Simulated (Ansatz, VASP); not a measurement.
# Ti in VASP and in Ansatz

File INCAR:

```
SYSTEM = Ti
PREC     = Accurate       ! precision mode
ENCUT    = 520            ! plane-wave cutoff, eV
EDIFF    = 1E-6           ! SCF threshold, eV
ISMEAR   = 0              ! smearing method
SIGMA    = 0.15           ! smearing width, eV
LREAL    = .False.        ! projectors in reciprocal space
LASPH    = .True.         ! aspherical terms in the spheres
NELM     = 80             ! most SCF steps
ALGO     = Fast           ! electronic algorithm
ISIF     = 2              ! what is computed and relaxed
LWAVE    = .False.        ! write WAVECAR
LCHARG   = .False.        ! write CHGCAR
GGA      = PS             ! functional
NBANDS   = 19             ! bands
```

KPOINTS

```
regular mesh
0
Gamma
  18 18 10
  0 0 0
```

The input POSCAR:

```
Ti
1.0
   -1.6410000000      1.6410000000      1.6410000000
    1.6410000000     -1.6410000000      1.6410000000
    3.2820000000      3.2820000000      0.0000000000
Ti
2
Direct
    0.0000000000      0.0000000000      0.0161587473
    0.5000000000      0.5000000000      0.4838412527
```

Input for Ansatz:

```yaml
crystal:
  lattice:
    - [-1.641, 1.641, 1.641]
    - [1.641, -1.641, 1.641]
    - [3.282, 3.282, 0.0]
  atoms:
    - { symbol: Ti, position: [0.0, 0.0, 0.0161587473] }
    - { symbol: Ti, position: [0.5, 0.5, 0.4838412527] }
basis:
  ecutwfc: 420
kpoints:
  mp_grid: { grid: [18, 18, 10] }
hamiltonian:
  xc: pbesol
scf:
  occupations: { method: gaussian, width: 0.15 }
output:
  forces: true
  stress: true
  eigenvalues: true
```

Change from the starting cell: mode 5 (126.2 1/cm) frozen in, largest displacement +0.075 Å.

Alike in both runs: task single point; functional PBEsol; k mesh 18 × 18 × 10; occupations gaussian, width 0.15 eV; no spin polarisation.

|  | VASP | Ansatz |
| --- | --- | --- |
| version | VASP 6.6.1 | Ansatz 0.2.0 |
| potentials or method | VASP PAW PBE potentials, release 64 (Ti_sv), cutoff 520 eV | scalar-relativistic, plane waves, PAW |
| valence electrons in the cell | 24 | 24 |

```tsv
	VASP	Ansatz	Ansatz less VASP
gap on the k mesh at the Fermi level (eV)	none	none	-
pressure (GPa)	-6.4	-6.1	+0.28
traceless stress, the component that is largest in VASP (GPa)	0.98	0.98	-0.005
rms of the force components (eV/Å)	0.129	0.130	+0.0013
```

VASP's potentials were made for PBE, not for PBEsol. Atom by atom the forces differ by 0.001 eV/Å (rms over components). A gap of «none» marks a metal or a gap that the smearing closes. The functional is the same, so the differences come from potentials, cutoffs and numerics.
